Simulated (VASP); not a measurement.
# Hf (Fd-3m) in VASP: further runs

The runs below take Hf through single point, relaxation of cell and atoms, with PBE.

Everything below comes from runs of VASP 6.6.1. Logs are shortened: lines on timing, memory, paths and dates and some standing lists are left out, and cuts for length are marked.

## 1. The cell of the first run

Symmetry: Fd-3m, No. 227, cubic system. Conventional cell: a = 6.201 Å, b = 6.201 Å, c = 6.201 Å, α = 90.00°, β = 90.00°, γ = 90.00°. Within 3.5 Å of Hf (site symmetry -43m) lie 4 Hf at 2.69 Å.

## 2. Single point, PBE (volume scaled by 0.85)

File INCAR:

```
PREC = Accurate
ENCUT = 520
EDIFF = 1E-7
ISMEAR = -1
SIGMA = 0.1
LREAL = False
LASPH = True
NELM = 100
ALGO = Normal
ISIF = 2
LWAVE = False
LCHARG = False
GGA = PE
NBANDS = 17
```

File KPOINTS:

```
Automatic mesh
0
Gamma
  12 12 12
```

File POSCAR:

```
Hf
1.0
    0.0000000000      3.1004011274      3.1004011274
    3.1004011274      0.0000000000      3.1004011274
    3.1004011274      3.1004011274      0.0000000000
Hf
2
Direct
   -0.1250000000     -0.1250000000     -0.1250000000
    0.1250000000      0.1250000000      0.1250000000
```

Potentials or basis: VASP PAW PBE potentials, release 64 (Hf_pv).

The run is started by

```console
$ cat potpaw_PBE.64/Hf_pv/POTCAR > POTCAR
$ mpirun -np 1 vasp_std > vasp.out
```

OUTCAR:

```text
PREC = Accurate
   ENCUT = 520
   EDIFF = 1E-7
   ISMEAR = -1
   LREAL = False
   LASPH = True
   NELM = 100
   ISIF = 2
   GGA = PE

 ion  position               nearest neighbor table
   1  0.875  0.875  0.875-   2 2.69   2 2.69   2 2.69   2 2.69
   2  0.125  0.125  0.125-   1 2.69   1 2.69   1 2.69   1 2.69

  LATTYP: Found a face centered cubic cell.
 ALAT       =     6.2008022548

  Lattice vectors:

 A1 = (   0.0000000000,   3.1004011274,   3.1004011274)
 A2 = (   3.1004011274,   0.0000000000,   3.1004011274)
 A3 = (   3.1004011274,   3.1004011274,   0.0000000000)

Analysis of symmetry for initial positions (statically):
=====================================================================
 Subroutine PRICEL returns:
 Original cell was already a primitive cell.

 Routine SETGRP: Setting up the symmetry group for a
 face centered cubic supercell.

 Subroutine GETGRP returns: Found 48 space group operations
 (whereof 12 operations were pure point group operations)
 out of a pool of 48 trial point group operations.

The static configuration has the point symmetry D_3d.
 The point group associated with its full space group is O_h .

Analysis of symmetry for dynamics (positions and initial velocities):
=====================================================================
 Subroutine PRICEL returns:
 Original cell was already a primitive cell.

 Routine SETGRP: Setting up the symmetry group for a
 face centered cubic supercell.

 Subroutine GETGRP returns: Found 48 space group operations
 (whereof 12 operations were pure point group operations)
 out of a pool of 48 trial point group operations.

The dynamic configuration has the point symmetry D_3d.
 The point group associated with its full space group is O_h .

 Subroutine INISYM returns: Found 48 space group operations
 (whereof 12 operations are pure point group operations),
 and found     1 'primitive' translations

----------------------------------------------------------------------------------------

                                     Primitive cell

  volume of cell :      59.6051

  direct lattice vectors                    reciprocal lattice vectors
     0.000000000  3.100401127  3.100401127    -0.161269455  0.161269455  0.161269455
     3.100401127  0.000000000  3.100401127     0.161269455 -0.161269455  0.161269455
     3.100401127  3.100401127  0.000000000     0.161269455  0.161269455 -0.161269455

  length of vectors
     4.384629323  4.384629323  4.384629323     0.279326890  0.279326890  0.279326890

  position of ions in fractional coordinates (direct lattice)
     0.875000000  0.875000000  0.875000000
     0.125000000  0.125000000  0.125000000

  ion indices of the primitive-cell ions
   primitive index   ion index
                 1           1
                 2           2

----------------------------------------------------------------------------------------

 KPOINTS: Automatic mesh

Automatic generation of k-mesh.
 Grid dimensions read from file:
 generate k-points for:   12   12   12

 Generating k-lattice:

  Cartesian coordinates                     Fractional coordinates (reciprocal lattice)
    -0.013439121  0.013439121  0.013439121     0.083333333  0.000000000  0.000000000
     0.013439121 -0.013439121  0.013439121     0.000000000  0.083333333  0.000000000
     0.013439121  0.013439121 -0.013439121     0.000000000  0.000000000  0.083333333

  Length of vectors
     0.023277241  0.023277241  0.023277241

  Shift w.r.t. Gamma in fractional coordinates (k-lattice)
     0.000000000  0.000000000  0.000000000

 Subroutine IBZKPT returns following result:
 ===========================================

 Found     72 irreducible k-points:

 Following reciprocal coordinates:
            Coordinates               Weight
  0.000000  0.000000  0.000000      1.000000
  0.083333  0.000000  0.000000      8.000000
  0.166667  0.000000  0.000000      8.000000
  0.250000  0.000000  0.000000      8.000000
  0.333333  0.000000  0.000000      8.000000
  0.416667  0.000000  0.000000      8.000000
[... 16 lines left out ...]
  0.500000  0.166667  0.000000     24.000000
 -0.416667  0.166667  0.000000     24.000000
 [... further k-points ...]
   k-points           NKPTS =     72   k-points in BZ     NKDIM =     72   number of bands    NBANDS=     17
   number of dos      NEDOS =    301   number of ions     NIONS =      2
   total plane-waves  NPLWV =  46656
   dimension x,y,z NGX =    36 NGY =   36 NGZ =   36
   dimension x,y,z NGXF=    72 NGYF=   72 NGZF=   72
   ions per type =               2
   NGX,Y,Z   is equivalent  to a cutoff of  13.65, 13.65, 13.65 a.u.
   NGXF,Y,Z  is equivalent  to a cutoff of  27.30, 27.30, 27.30 a.u.
 SYSTEM =  unknown system
   PREC   = accura    normal or accurate (medium, high low for compatibility)
   ISTART =      0    job   : 0-new  1-cont  2-samecut
   ICHARG =      2    charge: 1-file 2-atom 10-const
   ISPIN  =      1    spin polarized calculation?
   LNONCOLLINEAR =      F non collinear calculations
   LSORBIT =      F    spin-orbit coupling
   LASPH  =      T    aspherical Exc in radial PAW
   ENCUT  =  520.0 eV  38.22 Ry    6.18 a.u.   8.15  8.15  8.15*2*pi/ulx,y,z
   NELM   =    100;   NELMIN=  2; NELMDL= -5     # of ELM steps
   EDIFF  = 0.1E-06   stopping-criterion for ELM
   LREAL  =      F    real-space projection
   EDIFFG = 0.1E-05   stopping-criterion for IOM
   NSW    =      0    number of steps for IOM
   IBRION =     -1    ionic relax: 0-MD 1-quasi-New 2-CG
   NFREE  =      0    steps in history (QN), initial steepest desc. (CG)
   ISIF   =      2    stress and relaxation
   ISYM   =      2    0-nonsym 1-usesym 2-fastsym
   POTIM  = 0.5000    time-step for ionic-motion
   TEBEG  =    0.0;   TEEND  =   0.0 temperature during run
   PSTRESS=    0.0 pullay stress
   NELECT =      20.0000    total number of electrons
   NUPDOWN=      -1.0000    fix difference up-down
   EMIN   =  10.00;   EMAX   =-10.00  energy-range for DOS
   EFERMI =   0.00;   METHOD = LEGACY
   ISMEAR =    -1;   SIGMA  =   0.10  broadening in eV -4-tet -1-fermi 0-gaus
   EFERMI_NEDOS =   21; number of points for ismear=-14 and -15
   IALGO  =     38    algorithm
   IMIX   =      4    mixing-type and parameters
     AMIX     =   0.40;   BMIX     =  1.00
     AMIX_MAG =   1.60;   BMIX_MAG =  1.00
  volume/ion in A,a.u.               =      29.80       201.12
  Fermi-wavevector in a.u.,A,eV,Ry     =   1.137602  2.149756 17.607815  1.294138
  Thomas-Fermi vector in A             =   2.274307
   LORBIT       =      0    0 simple, 1 ext, 2 COOP (PROOUT), +10 PAW based schemes
   GGA     = PE    functional components
   LHFCALC =     F    Hartree Fock is set to
   AEXX    =    0.0000 exact exchange contribution
   IVDW    =     0    specifies the selected vdW correction
   LEPSILON=     F    determine dielectric tensor
   LRPA    =     F    only Hartree local field effects (RPA)
 non-spin polarized calculation
  energy-cutoff  :      520.00
  volume of cell :       59.61
 maximum number of plane-waves:      1639
 NGX is ok and might be reduce to    36
   NGX = 17   NGY = 17   NGZ = 17

 number of electron      20.0000001 magnetization

 Free energy of the ion-electron system (eV)
  ---------------------------------------------------
  ext. energy  EPLUGINS =         0.00000000
  ---------------------------------------------------
  free energy    TOTEN  =       -14.39779168 eV

  energy without entropy =      -14.25345756  energy(sigma->0) =      -14.32562462

 E-fermi :   2.4079     XC(G=0):  -9.7206

 val. band max:        2.4024914018   @ k =   0.5000   0.3333   0.1667
 cond. band min:       2.4126386543   @ k =   0.5000   0.3333   0.0833
 fundamental gap:      0.0101472525
 Fermi energy:         2.4078608406

 k-point     1 :       0.0000    0.0000    0.0000
  band No.  band energies     occupation
      1     -28.5804      2.00000
      2     -28.5804      2.00000
      3     -28.5804      2.00000
      4     -27.6861      2.00000
      5     -27.6861      2.00000
      6     -27.6861      2.00000
[... 9 lines left out ...]
     16       8.9745      0.00000
     17       8.9745      0.00000

 k-point     2 :       0.0833    0.0000    0.0000
  band No.  band energies     occupation
      1     -28.5879      2.00000
      2     -28.5879      2.00000
      3     -28.5799      2.00000
      4     -27.6879      2.00000
      5     -27.6781      2.00000
      6     -27.6781      2.00000
[... 9 lines left out ...]
     16       8.9415      0.00000
     17       8.9415      0.00000

 k-point     3 :       0.1667    0.0000    0.0000
  band No.  band energies     occupation
      1     -28.6077      2.00000
      2     -28.6077      2.00000
      3     -28.5788      2.00000
      4     -27.6925      2.00000
      5     -27.6567      2.00000
      6     -27.6567      2.00000
[... 9 lines left out ...]
     16       8.8353      0.00000
     17       8.8353      0.00000

 k-point     4 :       0.2500    0.0000    0.0000
  band No.  band energies     occupation
      1     -28.6333      2.00000
      2     -28.6333      2.00000
      3     -28.5777      2.00000
      4     -27.6982      2.00000
      5     -27.6289      2.00000
      6     -27.6289      2.00000
[... 9 lines left out ...]
     16       8.6341      0.00000
     17       8.6341      0.00000
[... 343 lines left out ...]
      1     -28.7282      2.00000
      2     -28.7039      2.00000
      3     -28.4580      2.00000
      4     -27.8253      2.00000
      5     -27.5525      2.00000
      6     -27.5328      2.00000
[... 9 lines left out ...]
     16       7.2659      0.00000
     17       8.5397      0.00000

 k-point    23 :       0.5000    0.1667    0.0000
  band No.  band energies     occupation
      1     -28.7502      2.00000
      2     -28.7079      2.00000
      3     -28.4494      2.00000
      4     -27.8339      2.00000
      5     -27.5479      2.00000
      6     -27.5113      2.00000
[... 9 lines left out ...]
     16       7.5122      0.00000
     17       7.8566      0.00000

 k-point    24 :      -0.4167    0.1667    0.0000
  band No.  band energies     occupation
      1     -28.7584      2.00000
      2     -28.6997      2.00000
      3     -28.4539      2.00000
      4     -27.8286      2.00000
      5     -27.5567      2.00000
      6     -27.5033      2.00000
[... 9 lines left out ...]
     16       7.1042      0.00000
     17       7.8472      0.00000

 [... further k-points ...]
[... 5 lines left out ...]
  --------------------------------------------------------------------------------------
  -------------------------------------------------------------------------------------
  Total        1.9904383      1.9904383      1.9904383     -0.0000000      0.0000000      0.0000000
  in kB       53.5026947     53.5026947     53.5026947     -0.0000000      0.0000000      0.0000000
  external PRESSURE =      53.5026947 kB  Pullay stress =       0.0000000 kB

 VOLUME and BASIS-vectors are now :
 -----------------------------------------------------------------------------
  energy-cutoff  :      520.00
  volume of cell :       59.61
      direct lattice vectors                 reciprocal lattice vectors
     0.000000000  3.100401127  3.100401127    -0.161269455  0.161269455  0.161269455
     3.100401127  0.000000000  3.100401127     0.161269455 -0.161269455  0.161269455
     3.100401127  3.100401127  0.000000000     0.161269455  0.161269455 -0.161269455

 POSITION                                       TOTAL-FORCE (eV/Angst)
 -----------------------------------------------------------------------------------
      5.42570      5.42570      5.42570        -0.000000      0.000000      0.000000
      0.77510      0.77510      0.77510         0.000000     -0.000000     -0.000000
 -----------------------------------------------------------------------------------
    total drift:                                0.000000      0.000000      0.000000

  FREE ENERGIE OF THE ION-ELECTRON SYSTEM (eV)
  ---------------------------------------------------
  free  energy   TOTEN  =       -14.3977916790 eV

  energy  without entropy=      -14.2534575587  energy(sigma->0) =      -14.32562462
```

Run time: 2.2 min. Hardware: 1 thread of AMD EPYC 7R13, shared host; peak memory 0.2 GiB.

Results:

| Item | Value |
| --- | --- |
| Free energy | -14.3978 eV |
| Pressure | 5.4 GPa |
| Band gap on the k mesh | zero (band 10 reaches 2.73 eV, above the bottom of band 11 at 2.09 eV) |

Caveat: spin-orbit coupling is left out, which moves the levels of the heavy elements.

## 3. Single point, PBE (volume scaled by 0.95)

File INCAR:

```
SYSTEM = Hf
PREC = Accurate
ENCUT = 520
EDIFF = 1E-6
ISMEAR = -1
SIGMA = 0.1
LREAL = .False.
LASPH = .True.
NELM = 60
ALGO = Normal
ISIF = 2
LWAVE = .False.
LCHARG = .False.
GGA = PE
NBANDS = 17
```

File KPOINTS:

```
Automatic mesh
0
Gamma
  12 12 12
  0 0 0
```

File POSCAR:

```
Hf
1.0
    0.0000000000      3.2175065968      3.2175065968
    3.2175065968      0.0000000000      3.2175065968
    3.2175065968      3.2175065968      0.0000000000
Hf
2
Direct
   -0.1250000000     -0.1250000000     -0.1250000000
    0.1250000000      0.1250000000      0.1250000000
```

Potentials or basis: VASP PAW PBE potentials, release 64 (Hf_pv).

The run is started by

```console
$ cat potpaw_PBE.64/Hf_pv/POTCAR > POTCAR
$ mpirun -np 1 vasp_std > vasp.out
```

Run time: 2.1 min. Hardware: 1 thread of AMD EPYC 7R13, shared host; peak memory 0.21 GiB.

The run converged. Its results:

```yaml
Free_energy: -14.5416 eV
Pressure: 1.4 GPa
Band_gap_on_the_k_mesh: zero (band 10 reaches 2.15 eV, above the bottom of band 11 at 1.49 eV)
```

Levels at points of the mesh, in eV from the Fermi level:
```
           k point  band 6  band 7  band 8  band 9  band 10  band 11  band 12  band 13  band 14  band 15
(0.00, 0.00, 0.00)  -30.31   -5.21   -0.38   -0.38     0.16     0.16     0.16     2.14     2.14     2.14
(0.50, 0.00, 0.00)  -30.23   -3.00   -0.92   -0.34    -0.34     0.01     0.20     0.20     3.20     3.20
(0.50, 0.50, 0.00)  -30.16   -1.39   -1.39   -1.10    -1.10     0.33     0.33     2.16     2.16     3.66
```

Caveat: spin-orbit coupling is left out, which moves the levels of the heavy elements.

[end of part 1 of 2]
